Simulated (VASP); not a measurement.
Wanted: the native input for a VASP 6.6.1 run.

```
Task                   : single point
Functional             : PBE
Potentials or basis    : VASP PAW PBE potentials, release 64 (Zr_sv, B)
Cutoff                 : 520 eV
k mesh                 : 12 × 12 × 10
Occupations            : gaussian, width 0.1 eV
Spin                   : no spin polarisation
Dipole correction      : no
Further INCAR settings : ALGO = Normal; EDIFF = 1e-06; NBANDS = 23
```

The structure of ZrB lies in POSCAR:

```
ZrB
1.0
    2.3049274936      2.3049274936      0.0000000000
   -2.3049274936      2.3049274936      0.0000000000
    0.0000000000      0.0000000000      5.0806486880
Zr B
2 2
Direct
    0.0000000000      0.0000000000      0.0000000000
    0.5000000000      0.5000000000      0.5000000000
    0.5000000000      0.5000000000      0.0000000000
    0.0000000000      0.0000000000      0.5000000000
```

This cell differs from its parent crystal: biaxial strain in the a-b plane: -6.0 %.

The input as run:

INCAR

```
SYSTEM = ZrB
PREC = Accurate ; ENCUT = 520
EDIFF = 1E-6 ; ISMEAR = 0
SIGMA = 0.1 ; LREAL = .False.
LASPH = .True. ; NELM = 80
ALGO = Normal ; ISIF = 2
LWAVE = .False. ; LCHARG = .True.
GGA = PE ; LELF = .True.
LVHAR = .True. ; NBANDS = 23
```

KPOINTS

```
Automatic mesh
0
Gamma
  12 12 10
  0 0 0
```

Potentials or basis: VASP PAW PBE potentials, release 64 (Zr_sv, B).

Command:

```console
$ cat potpaw_PBE.64/Zr_sv/POTCAR potpaw_PBE.64/B/POTCAR > POTCAR
$ mpirun -np 1 vasp_std > vasp.out
```

Results of the run:

The pressure is 19.8 GPa and the band gap on the k mesh is zero (bands 15 and 16 overlap by 3.46 eV).

Caveat: the cell differs from its parent crystal (biaxial strain in the a-b plane: -6.0 %); the cell stands under pressure.

It took 100 s on 1 thread of AMD EPYC 9R45 96-Core Processor (Zen 5), with other jobs on the host, peak memory 0.26 GiB.
